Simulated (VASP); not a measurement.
Set up this calculation in VASP 6.6.1, as the native input.

```
Task                   : single point
Functional             : PBEsol
Potentials or basis    : VASP PAW PBE potentials, release 64 (W_sv)
Cutoff                 : 500 eV
k mesh                 : 13 × 13 × 13
Occupations            : gaussian, width 0.1 eV
Spin                   : no spin polarisation
Dipole correction      : no
Further INCAR settings : ALGO = Normal; EDIFF = 1e-06; NBANDS = 13
```

The structure of W lies in POSCAR:

```
W
1.0
    0.0000000000      2.0300000000      2.0300000000
    2.0300000000      0.0000000000      2.0300000000
    2.0300000000      2.0300000000      0.0000000000
W
1
Direct
    0.0000000000      0.0000000000      0.0000000000
```

One way to write it, as run:

INCAR

```
SYSTEM = W
PREC = Accurate
ENCUT = 500
EDIFF = 1E-6
ISMEAR = 0
SIGMA = 0.1
LREAL = .FALSE.
LASPH = .TRUE.
NELM = 120
ALGO = Normal
ISIF = 2
LWAVE = .FALSE.
LCHARG = .TRUE.
GGA = PS
LELF = .TRUE.
LVHAR = .TRUE.
NBANDS = 13
GGA_COMPAT = .FALSE.
```

KPOINTS

```
Automatic mesh
0
G
  13 13 13
  0 0 0
```

Potentials or basis: VASP PAW PBE potentials, release 64 (W_sv).

The run is started by

```sh
$ cat potpaw_PBE.64/W_sv/POTCAR > POTCAR
$ mpirun -np 1 vasp_std > vasp.out
```

It gave:

```yaml
Pressure: -12.0 GPa
Band_gap_on_the_k_mesh: zero (band 7 reaches 12.73 eV, above the bottom of band 8 at 9.52 eV)
```

Caveat: the PAW data sets were made with another functional, which shifts forces and pressure a little; spin-orbit coupling is left out, which moves the levels of the heavy elements.

Wall time 5.5 s on 1 thread of Intel(R) Xeon(R) 6975P-C (Granite Rapids), on a shared host, peak memory 0.15 GiB.
